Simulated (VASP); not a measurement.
Crystal: NbP.

```
CELL_PARAMETERS angstrom
3.73161 0.00000 0.00000
-1.86581 3.23167 0.00000
0.00000 0.00000 5.20095
ATOMIC_POSITIONS crystal
Nb 0.00000 0.00000 0.00000
Nb 0.00000 0.00000 0.50000
P 0.33333 0.66667 0.25000
P 0.66667 0.33333 0.75000
```

| Item | Value |
| --- | --- |
| Program | VASP 6.6.1 |
| Task | relaxation of cell and atoms |
| Functional | PBE |
| Potentials or basis | VASP PAW PBE potentials, release 64 (Nb_sv, P) |
| Cutoff | 500 eV |
| k mesh | 10 × 10 × 8 |
| Occupations | gaussian, width 0.05 eV |
| Spin | no spin polarisation |

At the start: pressure 21.3 GPa; volume 15.68 Å³/atom.

**Question.** How do energy, volume and symmetry change on relaxing?

**Answer.** Over 16 steps the energy falls by 557.1 meV/atom and the volume is 15.96 Å³/atom (+1.8 %); space group P6_3/mmc (No. 194, to 0.1 Å) before and after.

The path:
| step | energy change (eV) | largest force (eV/Å) | pressure (GPa) | volume (Å³) |
| --- | --- | --- | --- | --- |
| 1 | 0.0000 | 0.0000 | 21.30 | 62.72 |
| 2 | -0.1731 | 0.0000 | -23.80 | 82.63 |
| 3 | -1.0345 | 0.0000 | -8.91 | 72.09 |
| 4 | -1.8088 | 0.0000 | -3.30 | 67.13 |
| 5 | -1.2193 | 0.0000 | 30.38 | 55.28 |
| 6 | -2.1397 | 0.0000 | 3.35 | 63.48 |
| 7 | -2.1505 | 0.0000 | 9.30 | 61.08 |
| 8 | -2.1707 | 0.0000 | 7.17 | 61.87 |
| 9 | -1.9827 | 0.0000 | -7.78 | 65.69 |
| 10 | -2.2218 | 0.0000 | 1.40 | 63.18 |
| 11 | -2.2220 | 0.0000 | 1.65 | 63.12 |
| 12 | -2.2277 | 0.0000 | -0.62 | 64.08 |
| 13 | -2.2283 | 0.0000 | -0.08 | 63.85 |
| 14 | -2.2283 | 0.0000 | -0.12 | 63.86 |
| 15 | -2.2283 | 0.0000 | 0.06 | 63.82 |
| 16 | -2.2283 | 0.0000 | -0.02 | 63.84 |

Final structure:
```xyz
4
Lattice="3.3172 0.0000 0.0000 -1.6586 2.8728 0.0000 0.0000 0.0000 6.6992" Properties=species:S:1:pos:R:3 pbc="T T T"
Nb    0.0000    0.0000    0.0000
Nb    0.0000    0.0000    3.3496
P     0.0000    1.9152    1.6748
P     1.6586    0.9576    5.0244
```

Caveat: a cell axis changed by over 15 % at a fixed basis, so the end point is rough.
